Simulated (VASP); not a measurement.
# ScAl2 (Fd-3m) in VASP: further runs, part 2 of 2

VASP 6.6.1.

## (4) Single point, LDA

This run uses another cell than the first one, of 20.13 Å³/atom, 1.077 times its volume.

File INCAR:

```
ALGO = Normal
EDIFF = 1E-6
ENCUT = 520
GGA = CA
ISIF = 2
ISMEAR = 1
LASPH = True
LCHARG = False
LREAL = False
LWAVE = False
NBANDS = 26
NELM = 80
PREC = Accurate
SIGMA = 0.1
```

File KPOINTS:

```
k-points
0
Gamma
  5 5 5
```

File POSCAR:

```
ScAl2
1.0
    0.0000000000      3.9230881843      3.9230881843
    3.9230881843      0.0000000000      3.9230881843
    3.9230881843      3.9230881843      0.0000000000
Sc Al
2 4
Direct
    0.5000000000      0.5000000000      0.5000000000
    0.7500000000      0.7500000000      0.7500000000
    0.1250000000      0.1250000000      0.1250000000
    0.6250000000      0.1250000000      0.1250000000
    0.1250000000      0.6250000000      0.1250000000
    0.1250000000      0.1250000000      0.6250000000
```

Potentials or basis: VASP PAW LDA potentials, release 64 (Sc_sv, Al).

The run is started by

```
$ cat potpaw_LDA.64/Sc_sv/POTCAR potpaw_LDA.64/Al/POTCAR > POTCAR
$ mpirun -np 1 vasp_std > vasp.out
```

OUTCAR:

```text
EDIFF = 1E-6
   ENCUT = 520
   GGA = CA
   ISIF = 2
   ISMEAR = 1
   LASPH = True
   LREAL = False
   NELM = 80
   PREC = Accurate

 ion  position               nearest neighbor table
   1  0.500  0.500  0.500-   3 3.25   5 3.25   6 3.25   3 3.25   4 3.25   6 3.25   3 3.25   4 3.25
                             5 3.25   4 3.25   5 3.25   6 3.25   2 3.40   2 3.40   2 3.40   2 3.40
   2  0.750  0.750  0.750-   3 3.25   4 3.25   5 3.25   3 3.25   4 3.25   6 3.25   3 3.25   5 3.25
                             6 3.25   4 3.25   5 3.25   6 3.25   1 3.40   1 3.40   1 3.40   1 3.40
   3  0.125  0.125  0.125-   4 2.77   5 2.77   6 2.77   6 2.77   5 2.77   4 2.77   1 3.25   2 3.25
                             1 3.25   2 3.25   1 3.25   2 3.25
   4  0.625  0.125  0.125-   3 2.77   6 2.77   5 2.77   3 2.77   5 2.77   6 2.77   2 3.25   1 3.25
                             2 3.25   1 3.25   1 3.25   2 3.25
   5  0.125  0.625  0.125-   3 2.77   6 2.77   3 2.77   4 2.77   6 2.77   4 2.77   1 3.25   2 3.25
                             1 3.25   2 3.25   1 3.25   2 3.25
   6  0.125  0.125  0.625-   3 2.77   3 2.77   4 2.77   5 2.77   5 2.77   4 2.77   1 3.25   2 3.25
                             1 3.25   2 3.25   1 3.25   2 3.25

  LATTYP: Found a face centered cubic cell.
[... 183 lines left out ...]
 Fermi energy:         5.3920114350

 k-point     1 :       0.0000    0.0000    0.0000
  band No.  band energies     occupation
      1     -43.6852      2.00000
      2     -43.6600      2.00000
      3     -22.6762      2.00000
      4     -22.6762      2.00000
      5     -22.6762      2.00000
      6     -22.6004      2.00000
[... 279 lines left out ...]
     25       8.3038      0.00000
     26       8.4145      0.00000

------------------------ aborting loop because EDIFF is reached ----------------------------------------

  FORCE on cell =-STRESS in cart. coord.  units (eV):
  Direction    XX          YY          ZZ          XY          YZ          ZX
  --------------------------------------------------------------------------------------
  -------------------------------------------------------------------------------------
  Total       -8.2420588     -8.2420588     -8.2420588     -0.0000000      0.0000000      0.0000000
  in kB     -109.3533475   -109.3533475   -109.3533475     -0.0000000      0.0000000      0.0000000
  external PRESSURE =    -109.3533475 kB  Pullay stress =       0.0000000 kB

 VOLUME and BASIS-vectors are now :
 -----------------------------------------------------------------------------
  energy-cutoff  :      520.00
  volume of cell :      120.76
      direct lattice vectors                 reciprocal lattice vectors
     0.000000000  3.923088184  3.923088184    -0.127450615  0.127450615  0.127450615
     3.923088184  0.000000000  3.923088184     0.127450615 -0.127450615  0.127450615
     3.923088184  3.923088184  0.000000000     0.127450615  0.127450615 -0.127450615

 POSITION                                       TOTAL-FORCE (eV/Angst)
 -----------------------------------------------------------------------------------
      3.92309      3.92309      3.92309        -0.000000     -0.000000     -0.000000
      5.88463      5.88463      5.88463         0.000000     -0.000000      0.000000
      0.98077      0.98077      0.98077         0.000000      0.000000     -0.000000
      0.98077      2.94232      2.94232         0.000000      0.000000     -0.000000
      2.94232      0.98077      2.94232         0.000000      0.000000     -0.000000
      2.94232      2.94232      0.98077         0.000000      0.000000     -0.000000
 -----------------------------------------------------------------------------------
    total drift:                               -0.000000     -0.000000      0.000000

  FREE ENERGIE OF THE ION-ELECTRON SYSTEM (eV)
  ---------------------------------------------------
  free  energy   TOTEN  =       -32.5503411210 eV

  energy  without entropy=      -32.5493581796  energy(sigma->0) =      -32.55001347
```

OSZICAR:

```text
N       E                     dE             d eps       ncg     rms          rms(c)
DAV:   1     0.407807031947E+03    0.40781E+03   -0.13983E+04   528   0.120E+03
DAV:   2     0.190813692147E+01   -0.40590E+03   -0.39478E+03   704   0.477E+02
DAV:   3    -0.347755499268E+02   -0.36684E+02   -0.34681E+02   874   0.151E+02
DAV:   4    -0.361253702527E+02   -0.13498E+01   -0.12683E+01   880   0.240E+01
DAV:   5    -0.361682332995E+02   -0.42863E-01   -0.40379E-01   856   0.439E+00    0.924E+00
DAV:   6    -0.326894602454E+02    0.34788E+01   -0.16731E+01   878   0.296E+01    0.279E+00
DAV:   7    -0.326182168699E+02    0.71243E-01   -0.10669E+00   928   0.826E+00    0.168E+00
DAV:   8    -0.325559889975E+02    0.62228E-01   -0.18155E-01   880   0.319E+00    0.559E-01
DAV:   9    -0.325507333227E+02    0.52557E-02   -0.39820E-02   856   0.189E+00    0.159E-01
DAV:  10    -0.325504066834E+02    0.32664E-03   -0.31336E-03   952   0.411E-01    0.608E-02
DAV:  11    -0.325503786283E+02    0.28055E-04   -0.98678E-04   864   0.262E-01    0.403E-02
DAV:  12    -0.325503413890E+02    0.37239E-04   -0.23699E-04   848   0.142E-01    0.574E-03
DAV:  13    -0.325503411210E+02    0.26803E-06   -0.72199E-06   712   0.209E-02
   1 F= -.32550341E+02 E0= -.32550013E+02  d E =-.982941E-03
```

stdout:

```text
POSCAR found type information on POSCAR ScAl
 POSCAR found :  2 types and       6 ions
 scaLAPACK will be used
 LDA part: xc-table for (Slater(with rela. corr.)+CA(PZ))
 , standard interpolation
 POSCAR, INCAR and KPOINTS ok, starting setup
 FFT: planning ... GRIDC
 FFT: planning ... GRID_SOFT
 FFT: planning ... GRID
 WAVECAR not read
 entering main loop
```

Wall time 48 s (1 thread of Intel Xeon Platinum 8259CL at 2.50GHz (Skylake/Cascade Lake), shared host); peak memory 0.21 GiB.

Results:

```
Free energy            : -32.5503 eV
Pressure               : -10.9 GPa
Band gap on the k mesh : zero (band 17 reaches 5.76 eV, above the bottom of band 18 at 3.90 eV)
```

## (5) The runs side by side

| cell | gap on the mesh (eV) | pressure (GPa) |
| --- | --- | --- |
| a = 5.413 Å, angles 60.0°, 6 atoms | none | -6.6 |
| a = 5.481 Å, angles 60.0°, 6 atoms | none | -9.0 |
| a = 5.548 Å, angles 60.0°, 6 atoms | none | -10.9 |

Alike in all rows: task single point; level LDA; potentials or basis VASP PAW LDA potentials, release 64 (Sc_sv, Al); no spin polarisation; k mesh 5 × 5 × 5; cutoff (eV) 520; smearing methfessel-paxton 0.1 eV.

Total energies depend on the potentials used, so only differences within one code and one set of settings carry meaning.
